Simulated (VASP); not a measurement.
# Sb (P-3m1) in VASP: notebook

Runs on Sb. Level: PBE. Tasks: single point.

Program: VASP 6.6.1. These are calculated values, not measurements. Logs are shortened: lines on timing, memory, paths and dates and some standing lists are left out, and cuts for length are marked.

## (1) The cell of the first run

Symmetry: P-3m1, No. 164, trigonal system. The conventional cell has a = 4.164 Å, b = 4.164 Å, c = 6.939 Å, α = 90.00°, β = 90.00°, γ = 120.00°. Within 3.6 Å of Sb (site symmetry 3m) lie 4 Sb at 2.74 Å. Sb (site symmetry 3m) has 6 Sb at 2.74 to 2.88 Å within 3.6 Å.

The cell was built from a structure type or drawn by symmetry, and may not be a known phase.

## (2) Single point, PBE

INCAR reads:

```
PREC     = Accurate       # precision mode
ENCUT    = 520            # plane-wave cutoff, eV
EDIFF    = 1E-6           # SCF threshold, eV
ISMEAR   = 0              # smearing method
SIGMA    = 0.1            # smearing width, eV
LREAL    = F              # projectors in reciprocal space
LASPH    = T              # aspherical terms in the spheres
NELM     = 80             # most SCF steps
ALGO     = Normal         # electronic algorithm
ISIF     = 2              # what is computed and relaxed
LWAVE    = F              # write WAVECAR
LCHARG   = F              # write CHGCAR
GGA      = PE             # functional
NBANDS   = 18             # bands
```

KPOINTS reads:

```
Automatic mesh
0
Gamma
  6 6 4
```

POSCAR reads:

```
Sb
1.0
    4.1644307200      0.0000000000      0.0000000000
   -2.0822153600      3.6065028000      0.0000000000
    0.0000000000      0.0000000000      6.9388679700
Sb
4
Direct
    0.0000000000      0.0000000000      0.8025568000
    0.0000000000      0.0000000000      0.1974432000
    0.3333333300      0.6666666700      0.6146058900
    0.6666666700      0.3333333300      0.3853941100
```

Potentials or basis: VASP PAW PBE potentials, release 64 (Sb).

Command:

```console
> cat potpaw_PBE.64/Sb/POTCAR > POTCAR
> mpirun -np 1 vasp_std > vasp.out
```

OUTCAR:

```text
PREC = Accurate
   ENCUT = 520
   EDIFF = 1E-6
   ISMEAR = 0
   LREAL = F
   LASPH = T
   NELM = 80
   ISIF = 2
   GGA = PE

 ion  position               nearest neighbor table
   1  0.000  0.000  0.803-   3 2.74   3 2.74   3 2.74   2 2.74   4 3.76   4 3.76   4 3.76
   2  0.000  0.000  0.197-   4 2.74   4 2.74   4 2.74   1 2.74   3 3.76   3 3.76   3 3.76
   3  0.333  0.667  0.615-   1 2.74   1 2.74   1 2.74   4 2.88   4 2.88   4 2.88   2 3.76   2 3.76
                             2 3.76
   4  0.667  0.333  0.385-   2 2.74   2 2.74   2 2.74   3 2.88   3 2.88   3 2.88   1 3.76   1 3.76
                             1 3.76

  LATTYP: Found a hexagonal cell.
 ALAT       =     4.1644307200
 C/A-ratio  =     1.6662224531

  Lattice vectors:

 A1 = (   4.1644307200,   0.0000000000,   0.0000000000)
 A2 = (  -2.0822153600,   3.6065028000,   0.0000000000)
 A3 = (   0.0000000000,   0.0000000000,   6.9388679700)

Analysis of symmetry for initial positions (statically):
=====================================================================
 Subroutine PRICEL returns:
 Original cell was already a primitive cell.

 Routine SETGRP: Setting up the symmetry group for a
 hexagonal supercell.

 Subroutine GETGRP returns: Found 12 space group operations
 (whereof 12 operations were pure point group operations)
 out of a pool of 24 trial point group operations.

The static configuration has the point symmetry D_3d.

Analysis of symmetry for dynamics (positions and initial velocities):
=====================================================================
 Subroutine PRICEL returns:
 Original cell was already a primitive cell.

 Routine SETGRP: Setting up the symmetry group for a
 hexagonal supercell.

 Subroutine GETGRP returns: Found 12 space group operations
 (whereof 12 operations were pure point group operations)
 out of a pool of 24 trial point group operations.

The dynamic configuration has the point symmetry D_3d.

 Subroutine INISYM returns: Found 12 space group operations
 (whereof 12 operations are pure point group operations),
 and found     1 'primitive' translations

----------------------------------------------------------------------------------------

                                     Primitive cell

  volume of cell :     104.2151

  direct lattice vectors                    reciprocal lattice vectors
     4.164430720  0.000000000  0.000000000     0.240128860  0.138638462  0.000000000
    -2.082215360  3.606502800  0.000000000     0.000000000  0.277276923  0.000000000
     0.000000000  0.000000000  6.938867970     0.000000000  0.000000000  0.144115727

  length of vectors
     4.164430720  4.164430724  6.938867970     0.277276923  0.277276923  0.144115727

  position of ions in fractional coordinates (direct lattice)
     0.000000000  0.000000000  0.802556800
     0.000000000  0.000000000  0.197443200
     0.333333330  0.666666670  0.614605890
     0.666666670  0.333333330  0.385394110

  ion indices of the primitive-cell ions
   primitive index   ion index
                 1           1
                 2           2
                 3           3
                 4           4

----------------------------------------------------------------------------------------

 KPOINTS: Automatic mesh

Automatic generation of k-mesh.
 Grid dimensions read from file:
 generate k-points for:    6    6    4

 Generating k-lattice:

  Cartesian coordinates                     Fractional coordinates (reciprocal lattice)
     0.040021477  0.023106410  0.000000000     0.166666667  0.000000000  0.000000000
     0.000000000  0.046212821  0.000000000     0.000000000  0.166666667  0.000000000
     0.000000000  0.000000000  0.036028932     0.000000000  0.000000000  0.250000000

  Length of vectors
     0.046212821  0.046212821  0.036028932

  Shift w.r.t. Gamma in fractional coordinates (k-lattice)
     0.000000000  0.000000000  0.000000000

 Subroutine IBZKPT returns following result:
 ===========================================

 Found     24 irreducible k-points:

 Following reciprocal coordinates:
            Coordinates               Weight
  0.000000  0.000000  0.000000      1.000000
  0.166667 -0.000000  0.000000      6.000000
  0.333333 -0.000000  0.000000      6.000000
  0.500000 -0.000000  0.000000      3.000000
  0.166667  0.166667  0.000000      6.000000
  0.333333  0.166667  0.000000     12.000000
[... 16 lines left out ...]
  0.333333  0.166667  0.500000     12.000000
  0.333333  0.333333  0.500000      2.000000
   k-points           NKPTS =     24   k-points in BZ     NKDIM =     24   number of bands    NBANDS=     18
   number of dos      NEDOS =    301   number of ions     NIONS =      4
   total plane-waves  NPLWV =  55296
   dimension x,y,z NGX =    32 NGY =   32 NGZ =   54
   dimension x,y,z NGXF=    64 NGYF=   64 NGZF=  108
   ions per type =               4
   NGX,Y,Z   is equivalent  to a cutoff of  12.77, 12.77, 12.94 a.u.
[... 33 lines left out ...]
  Fermi-wavevector in a.u.,A,eV,Ry     =   0.944296  1.784460 12.132237  0.891694
  Thomas-Fermi vector in A             =   2.072087
   LORBIT       =      0    0 simple, 1 ext, 2 COOP (PROOUT), +10 PAW based schemes
   GGA     = PE    functional components
   LHFCALC =     F    Hartree Fock is set to
   AEXX    =    0.0000 exact exchange contribution
   IVDW    =     0    specifies the selected vdW correction
   LEPSILON=     F    determine dielectric tensor
   LRPA    =     F    only Hartree local field effects (RPA)
 non-spin polarized calculation
 Gauss-broadening in eV      SIGMA  =   0.10
  energy-cutoff  :      520.00
  volume of cell :      104.22
 maximum number of plane-waves:      2828
 NGX is ok and might be reduce to    32

 number of electron      20.0000001 magnetization

 Free energy of the ion-electron system (eV)
  ---------------------------------------------------
  ext. energy  EPLUGINS =         0.00000000
  ---------------------------------------------------
  free energy    TOTEN  =       -13.63998069 eV

  energy without entropy =      -13.62896487  energy(sigma->0) =      -13.63447278

 E-fermi :   9.3584     XC(G=0): -10.0499

 val. band max:        9.3400144096   @ k =   0.1667  -0.0000   0.2500
 cond. band min:       9.3768173503   @ k =   0.0000   0.1667   0.2500
 fundamental gap:      0.0368029408
 Fermi energy:         9.3584478894

 k-point     1 :       0.0000    0.0000    0.0000
  band No.  band energies     occupation
      1      -5.3704      2.00000
      2      -2.7298      2.00000
      3      -0.5521      2.00000
      4       5.9523      2.00000
      5       6.5052      2.00000
      6       6.5052      2.00000
[... 10 lines left out ...]
     17      14.1014      0.00000
     18      14.1017      0.00000

 k-point     2 :       0.1667   -0.0000    0.0000
  band No.  band energies     occupation
      1      -5.0525      2.00000
      2      -2.4432      2.00000
      3      -0.4550      2.00000
      4       3.4292      2.00000
      5       4.9656      2.00000
      6       5.3348      2.00000
[... 10 lines left out ...]
     17      13.5729      0.00000
     18      14.4516      0.00000

 k-point     3 :       0.3333   -0.0000    0.0000
  band No.  band energies     occupation
      1      -4.1161      2.00000
      2      -1.7575      2.00000
      3      -0.6215      2.00000
      4       1.3117      2.00000
      5       3.1412      2.00000
      6       4.4108      2.00000
[... 10 lines left out ...]
     17      14.9689      0.00000
     18      15.2109      0.00000

 k-point     4 :       0.5000   -0.0000    0.0000
  band No.  band energies     occupation
      1      -2.8152      2.00000
      2      -2.4849      2.00000
      3      -0.2037      2.00000
      4       0.2437      2.00000
      5       2.5393      2.00000
      6       4.0854      2.00000
[... 375 lines left out ...]
      4       1.2958      2.00000
      5       3.9975      2.00000
      6       4.3691      2.00000
[... 10 lines left out ...]
     17      14.1433      0.00000
     18      15.2404      0.00000

 k-point    23 :       0.3333    0.1667    0.5000
  band No.  band energies     occupation
      1      -2.9078      2.00000
      2      -2.1277      2.00000
      3      -0.9248      2.00000
      4       0.4173      2.00000
      5       3.0201      2.00000
      6       4.2292      2.00000
[... 10 lines left out ...]
     17      15.4591      0.00000
     18      16.5932      0.00000

 k-point    24 :       0.3333    0.3333    0.5000
  band No.  band energies     occupation
      1      -1.6364      2.00000
      2      -1.5879      2.00000
      3      -1.5879      2.00000
      4      -1.0088      2.00000
      5       3.0545      2.00000
      6       3.0545      2.00000
[... 10 lines left out ...]
     17      14.2855      0.00000
     18      14.8206      0.00000

------------------------ aborting loop because EDIFF is reached ----------------------------------------

  FORCE on cell =-STRESS in cart. coord.  units (eV):
  Direction    XX          YY          ZZ          XY          YZ          ZX
  --------------------------------------------------------------------------------------
  -------------------------------------------------------------------------------------
  Total       16.6124828     16.6124828     17.2911668     -0.0000000      0.0000000      0.0000000
  in kB      255.3962912    255.3962918    265.8302156     -0.0000000      0.0000000      0.0000000
  external PRESSURE =     258.8742662 kB  Pullay stress =       0.0000000 kB

 VOLUME and BASIS-vectors are now :
 -----------------------------------------------------------------------------
  energy-cutoff  :      520.00
  volume of cell :      104.22
      direct lattice vectors                 reciprocal lattice vectors
     4.164430720  0.000000000  0.000000000     0.240128860  0.138638462  0.000000000
    -2.082215360  3.606502800  0.000000000     0.000000000  0.277276923  0.000000000
     0.000000000  0.000000000  6.938867970     0.000000000  0.000000000  0.144115727

 POSITION                                       TOTAL-FORCE (eV/Angst)
 -----------------------------------------------------------------------------------
      0.00000      0.00000      5.56884        -0.000000      0.000000      1.323274
      0.00000      0.00000      1.37003        -0.000000      0.000000     -1.323274
     -0.00000      2.40434      4.26467         0.000000      0.000000     -0.237754
      2.08222      1.20217      2.67420         0.000000      0.000000      0.237754
 -----------------------------------------------------------------------------------
    total drift:                                0.000000     -0.000000      0.000000

  FREE ENERGIE OF THE ION-ELECTRON SYSTEM (eV)
  ---------------------------------------------------
  free  energy   TOTEN  =       -13.6399806935 eV

  energy  without entropy=      -13.6289648685  energy(sigma->0) =      -13.63447278
```

Run time: 58 s. Hardware: 1 thread of Intel Xeon Platinum 8175M at 2.50GHz (Skylake/Cascade Lake), shared host; peak memory 0.22 GiB.

Results:

```
Free energy            : -13.6400 eV
Pressure               : 25.9 GPa
Largest force          : 1.323 eV/Å
Band gap on the k mesh : zero (bands 10 and 11 overlap by 1.89 eV)
```

Forces in eV/Å, atoms in the order of the input:
```
Sb   0.000  0.000  1.323
Sb   0.000  0.000 -1.323
Sb   0.000  0.000 -0.238
Sb   0.000  0.000  0.238
```

Caveat: the cell stands under pressure; spin-orbit coupling is left out, which moves the levels of the heavy elements; forces of over 1 eV/Å act on the atoms, so gaps and moduli don't describe the material at rest.

## (3) Single point, PBE

This run uses another cell than the first one, of 37.53 Å³/atom.

INCAR reads:

```
SYSTEM = Sb
PREC = Accurate
ENCUT = 520
EDIFF = 1E-7
ISMEAR = 0
SIGMA = 0.1
LREAL = .FALSE.
LASPH = .TRUE.
NELM = 80
ALGO = Normal
ISIF = 2
LWAVE = .FALSE.
LCHARG = .FALSE.
GGA = PE
NBANDS = 18
```

KPOINTS reads:

```
Automatic mesh
0
G
  6 6 4
  0 0 0
```

POSCAR reads:

```
Sb
1.0
    4.2862291346      0.0000000000      0.0000000000
   -2.1431145673      3.7119833170      0.0000000000
    0.0000000000      0.0000000000      9.4363125016
Sb
4
Direct
    0.0000000000      0.0000000000      0.7906211458
    0.0000000000      0.0000000000      0.2093788542
    0.3333333333      0.6666666667      0.6262165183
    0.6666666667      0.3333333333      0.3737834817
```

Potentials or basis: VASP PAW PBE potentials, release 64 (Sb).

Command:

```console
> cat potpaw_PBE.64/Sb/POTCAR > POTCAR
> mpirun -np 1 vasp_std > vasp.out
```

Run time: 98 s. Hardware: 1 thread of Intel Xeon Platinum 8175M at 2.50GHz (Skylake/Cascade Lake), shared host; peak memory 0.25 GiB.

It converged, with:

```
Free energy   : -16.3374 eV
Pressure      : 0.1 GPa
Largest force : 0.059 eV/Å
```

Forces in eV/Å, atoms in the order of the input:
```
Sb   0.000  0.000  0.047
Sb   0.000  0.000 -0.047
Sb   0.000  0.000 -0.059
Sb   0.000  0.000  0.059
```

Stress tensor (GPa, compression positive):
```
0.07 0.00 0.00
0.00 0.07 0.00
0.00 0.00 0.27
```

Levels at points of the mesh, in eV from the Fermi level:
| k point | band 8 | band 9 | band 10 | band 11 | band 12 | band 13 |
| --- | --- | --- | --- | --- | --- | --- |
| (0.00, 0.00, 0.00) | -1.08 | -1.08 | -0.09 | 0.59 | 1.26 | 1.26 |
| (0.50, 0.00, 0.00) | -2.10 | -2.09 | -1.57 | 0.65 | 1.28 | 1.68 |
| (0.00, 0.00, 0.50) | -1.02 | -0.98 | -0.81 | 0.60 | 1.12 | 1.12 |
| (0.50, 0.00, 0.50) | -2.87 | -2.18 | -1.07 | 0.31 | 1.28 | 1.95 |

Caveat: spin-orbit coupling is left out, which moves the levels of the heavy elements.

## (4) Single point, PBE

This run uses another cell than the first one: it holds 8 atoms, not 4.

INCAR reads:

```
PREC = Accurate
ENCUT = 520
EDIFF = 1E-6
ISMEAR = 0
SIGMA = 0.2
LREAL = F
LASPH = T
NELM = 60
ALGO = Normal
ISIF = 2
LWAVE = F
LCHARG = F
GGA = PE
NBANDS = 30
```

KPOINTS reads:

```
Automatic mesh
0
Gamma
  6 6 1
```

POSCAR reads:

```
Sb
1.0
    4.2524400993      0.0000000000      0.0000000000
   -2.1262200496      3.6827211540      0.0000000000
    0.0000000000      0.0000000000     19.4115319456
Sb
8
Direct
    0.0000000000      0.0000000000      0.3946038262
    0.0000000000      0.0000000000      0.8946038261
    0.0000000000      0.0000000000      0.1053961738
    0.0000000000      0.0000000000      0.6053961738
    0.3333333333      0.6666666667      0.3134944569
    0.3333333333      0.6666666667      0.8134944569
    0.6666666667      0.3333333333      0.1865055431
    0.6666666667      0.3333333333      0.6865055431
```

Command:

```console
> cat potpaw_PBE.64/Sb/POTCAR > POTCAR
> mpirun -np 1 vasp_std > vasp.out
```

Wall time 2.1 min (1 thread of Intel Xeon Platinum 8175M at 2.50GHz (Skylake/Cascade Lake), shared host); peak memory 0.38 GiB.

Results (log left out):

```
Free energy   : -32.6631 eV
Pressure      : 0.1 GPa
Largest force : 0.027 eV/Å
```

Forces in eV/Å, atoms in the order of the input:
```
Sb   0.000  0.000 -0.001
Sb   0.000  0.000 -0.001
Sb   0.000  0.000  0.001
Sb   0.000  0.000  0.001
Sb   0.000  0.000 -0.027
Sb   0.000  0.000 -0.027
Sb   0.000  0.000  0.027
Sb   0.000  0.000  0.027
```

Stress tensor (GPa, compression positive):
```
 0.24  0.00  0.00
 0.00  0.24  0.00
 0.00  0.00 -0.04
```

Levels at points of the mesh, in eV from the Fermi level:
| k point | band 16 | band 17 | band 18 | band 19 | band 20 | band 21 | band 22 | band 23 | band 24 | band 25 |
| --- | --- | --- | --- | --- | --- | --- | --- | --- | --- | --- |
| (0.00, 0.00, 0.00) | -1.07 | -1.02 | -1.02 | -0.82 | -0.02 | 0.47 | 0.56 | 1.18 | 1.18 | 1.28 |
| (0.50, 0.00, 0.00) | -2.31 | -2.23 | -2.17 | -1.63 | -1.22 | 0.28 | 0.56 | 1.08 | 1.12 | 1.69 |

Caveat: spin-orbit coupling is left out, which moves the levels of the heavy elements.

## (5) Single point, PBE

This run uses another cell than the first one, of 38.00 Å³/atom.

INCAR reads:

```
SYSTEM = Sb
PREC = Accurate
ENCUT = 520
EDIFF = 1E-7
ISMEAR = 0
SIGMA = 0.01
LREAL = .FALSE.
LASPH = .TRUE.
NELM = 60
ALGO = Normal
ISIF = 2
LWAVE = .FALSE.
LCHARG = .FALSE.
GGA = PE
NBANDS = 18
```

KPOINTS reads:

```
regular mesh
0
G
  12 12 4
  0 0 0
```

POSCAR reads:

```
Sb
1.0
    4.2524400993      0.0000000000      0.0000000000
   -2.1262200496      3.6827211540      0.0000000000
    0.0000000000      0.0000000000      9.7057659728
Sb
4
Direct
    0.0000000000      0.0000000000      0.7892076523
    0.0000000000      0.0000000000      0.2107923477
    0.3333333333      0.6666666667      0.6269889138
    0.6666666667      0.3333333333      0.3730110862
```

Command:

```console
> cat potpaw_PBE.64/Sb/POTCAR > POTCAR
> mpirun -np 1 vasp_std > vasp.out
```

Run time: 3.5 min. Hardware: 1 thread of Intel Xeon Platinum 8175M at 2.50GHz (Skylake/Cascade Lake), shared host; peak memory 0.33 GiB.

The run converged. Its results:

- Free energy: -16.3297 eV
- Pressure: 0.1 GPa
- Largest force: 0.066 eV/Å
- Band gap on the k mesh: zero (bands 10 and 11 overlap by 0.32 eV)

Forces in eV/Å, atoms in the order of the input:
```
Sb   0.000  0.000  0.057
Sb   0.000  0.000 -0.057
Sb   0.000  0.000 -0.066
Sb   0.000  0.000  0.066
```

Levels at points of the mesh, in eV from the Fermi level:
```tsv
k point	band 6	band 7	band 8	band 9	band 10	band 11	band 12	band 13	band 14	band 15
(0.00, 0.00, 0.00)	-1.43	-1.43	-1.24	-1.24	-0.20	0.30	1.11	1.11	1.71	1.93
(0.50, 0.00, 0.00)	-3.51	-3.06	-2.48	-2.35	-1.80	0.39	0.91	1.51	1.52	3.01
(0.00, 0.00, 0.50)	-1.46	-1.39	-1.19	-1.19	-0.99	0.38	1.00	1.00	1.63	2.04
(0.50, 0.00, 0.50)	-3.37	-3.14	-3.03	-2.41	-1.40	0.10	0.95	1.63	1.75	3.19
```

Caveat: spin-orbit coupling is left out, which moves the levels of the heavy elements.

## (6) Overview

```tsv
cell	k mesh	smearing	gap on the mesh (eV)	pressure (GPa)	largest force (eV/Å)
a = 4.164, b = 4.164, c = 6.939 Å, angles 90.0, 90.0, 120.0°, 4 atoms, atomic positions A	6 × 6 × 4	gaussian 0.1 eV	none	25.9	1.32
a = 4.286, b = 4.286, c = 9.436 Å, angles 90.0, 90.0, 120.0°, 4 atoms, atomic positions B	6 × 6 × 4	gaussian 0.1 eV	-	0.1	0.06
a = 4.252, b = 4.252, c = 19.412 Å, angles 90.0, 90.0, 120.0°, 8 atoms, atomic positions C	6 × 6 × 1	gaussian 0.2 eV	-	0.1	0.03
a = 4.252, b = 4.252, c = 9.706 Å, angles 90.0, 90.0, 120.0°, 4 atoms, atomic positions D	12 × 12 × 4	gaussian 0.01 eV	none	0.1	0.07
```

Alike in all rows: task single point; level PBE; potentials or basis VASP PAW PBE potentials, release 64 (Sb); no spin polarisation; cutoff (eV) 520.

Caveats: spin-orbit coupling is left out, which moves the levels of the heavy elements; the cell stands under pressure (at least some runs); forces of over 1 eV/Å act on the atoms, so gaps and moduli don't describe the material at rest (at least some runs).

Total energies depend on the potentials used, so only differences within one code and one set of settings carry meaning.
